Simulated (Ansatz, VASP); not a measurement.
Two plane-wave programs on Sr

```
CELL_PARAMETERS angstrom
1.18960 3.73873 3.73873
3.73873 1.18960 3.73873
3.73873 3.73873 1.18960
ATOMIC_POSITIONS crystal
Sr 0.00000 0.00000 0.00000
```

Alike in both runs: task single point; functional PBEsol; k mesh 10 × 10 × 10; occupations gaussian, width 0.03 eV; no spin polarisation.

|  | VASP | Ansatz |
| --- | --- | --- |
| version | VASP 6.6.1 | Ansatz 0.2.0 |
| potentials or method | VASP PAW PBE potentials, release 64 (Sr_sv), cutoff 520 eV | scalar-relativistic, plane waves, PAW |
| valence electrons in the cell | 10 | 10 |

```tsv
	VASP	Ansatz	Ansatz less VASP
gap on the k mesh at the Fermi level (eV)	none	none	-
pressure (GPa)	3.0	3.0	-0.02
traceless stress, the component that is largest in VASP (GPa)	-3.50	-3.49	+0.014
```

VASP's potentials were made for PBE, not for PBEsol. A gap of «none» marks a metal or a gap that the smearing closes.
